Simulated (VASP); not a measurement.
Runs of VASP 6.6.1 on SnSe. The structure is that of space group Fm-3m (No. 225), or close to it. The cells are those of the table. 

```csv
cell,gap on the mesh (eV),pressure (GPa)
"a = 4.170 Å, angles 60.0°, 2 atoms",0.53,3.7
"a = 4.214 Å, angles 60.0°, 2 atoms",(c),1.7
"a = 4.257 Å, angles 60.0°, 2 atoms",(b),0.0
"a = 4.299 Å, angles 60.0°, 2 atoms",0.32,(a)
"a = 4.340 Å, angles 60.0°, 2 atoms",0.20,-2.8
```

Alike in all rows: task single point; level r2SCAN; potentials or basis VASP PAW PBE potentials, release 64 (Sn_d, Se); no spin polarisation; k mesh 10 × 10 × 10; cutoff (eV) 520; smearing gaussian 0.02 eV.

Q: Fill in the values left out.

A: (a) -1.5; (b) 0.45; (c) 0.50.

Caveats: the PAW data sets were made with another functional, which shifts forces and pressure a little; spin-orbit coupling is left out, which moves the levels of the heavy elements.

A k mesh can miss the band edges, and the runs leave out spin-orbit coupling on Se, Sn.
